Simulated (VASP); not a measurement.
C: single point with r2SCAN

The system is C.

```xyz
10
Lattice="-2.5113 0.0000 0.0000 -1.2557 -2.1749 0.0000 0.5023 0.7250 10.3360" Properties=species:S:1:pos:R:3 pbc="T T T"
C     1.0042    0.5798    9.0352
C    -2.7628   -1.5951    7.4961
C    -0.2515   -0.1452    1.3001
C    -2.7628   -1.5951    4.8953
C    -0.2515   -0.1452    2.8404
C    -2.7628   -1.5951    3.3550
C    -0.2515   -0.1452    9.5531
C    -1.5072   -0.8702    6.9783
C    -1.5072   -0.8702    0.7824
C    -1.5072   -0.8702    5.4130
```

```json
{"Program": "VASP 6.6.1", "Task": "single point", "Functional": "r2SCAN", "Potentials or basis": "VASP PAW PBE potentials, release 64 (C)", "Cutoff": "520 eV", "k mesh": "10 × 10 × 3", "Occupations": "gaussian, width 0.05 eV", "Spin": "no spin polarisation"}
```

```yaml
Pressure: 2.3 GPa
Largest_force: 4.811 eV/Å
Band_gap_on_the_k_mesh: 2.50 eV, indirect (least direct gap 4.86 eV)
```

Forces in eV/Å, atoms in the order of the input:
```
C   -0.053  0.380 -0.020
C   -0.485  0.108 -0.225
C    0.046  0.382  0.020
C    0.051  0.008  0.013
C    0.487  0.110  0.230
C   -0.014  0.001 -0.011
C   -4.668 -0.499 -1.020
C    0.007  0.003  0.002
C    4.675 -0.498  1.019
C   -0.046  0.006 -0.010
```

Stress tensor (GPa, compression positive):
```
-6.15  0.03 30.41
 0.03  3.25  0.03
30.41  0.03  9.76
```

Levels at points of the mesh, in eV from the valence-band top:
```tsv
k point	band 18	band 19	band 20	band 21	band 22	band 23
(0.00, 0.00, 0.00)	-0.90	-0.61	0.00	4.86	5.32	5.60
(0.50, 0.00, 0.00)	-5.02	-3.85	-2.69	2.71	4.73	4.89
(0.00, 0.50, 0.00)	-4.69	-4.10	-3.44	4.46	4.73	5.28
(0.50, 0.50, 0.00)	-4.56	-4.02	-2.90	2.74	4.54	5.41
```

Wall time 15 min on 1 thread of Oxide Virtual Turin-like Processor, on a shared host, peak memory 0.26 GiB.

Caveat: the PAW data sets were made with another functional, which shifts forces and pressure a little. A k mesh can miss the band edges.
